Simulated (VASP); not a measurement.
Set up this calculation in VASP 6.6.1, as the native input.

* Task: single point
* Functional: PBE
* Potentials or basis: VASP PAW PBE potentials, release 64 (Mg)
* Cutoff: 520 eV
* k mesh: 12 × 12 × 12
* Occupations: gaussian, width 0.1 eV
* Spin: no spin polarisation
* Dipole correction: no
* Further INCAR settings: ALGO = Normal; EDIFF = 1e-06; NBANDS = 9

The structure of Mg lies in POSCAR:

```
Mg
1.0
    3.6711586697      0.0000000000      0.0000000000
    0.0000000000      3.6711586697      0.0000000000
    0.0000000000      0.0000000000      3.3416319879
Mg
2
Direct
    0.0000000000      0.0000000000      0.0000000000
    0.5000000000      0.5000000000      0.5000000000
```

This cell differs from its parent crystal: strain along c alone, the other axes held: -2.0 %.

The input as run:

INCAR

```
SYSTEM = Mg
  PREC = Accurate
  ENCUT = 520
  EDIFF = 1E-6
  ISMEAR = 0
  SIGMA = 0.1
  LREAL = .FALSE.
  LASPH = .TRUE.
  NELM = 100
  ALGO = Normal
  ISIF = 2
  LWAVE = .FALSE.
  LCHARG = .TRUE.
  GGA = PE
  LELF = .TRUE.
  LVHAR = .TRUE.
  NBANDS = 9
```

KPOINTS

```
regular mesh
0
G
  12 12 12
  0 0 0
```

Potentials or basis: VASP PAW PBE potentials, release 64 (Mg).

Command:

```console
$ cat potpaw_PBE.64/Mg/POTCAR > POTCAR
$ mpirun -np 1 vasp_std > vasp.out
```

It gave:

The pressure is 0.6 GPa. The band gap on the k mesh is zero (band 2 reaches 6.03 eV, above the bottom of band 3 at 1.40 eV).

Caveat: the cell differs from its parent crystal (strain along c alone, the other axes held: -2.0 %).

Wall time 36 s on 1 thread of Intel(R) Xeon(R) Platinum 8259CL CPU @ 2.50GHz (Skylake/Cascade Lake) (shared host), peak memory 0.21 GiB.
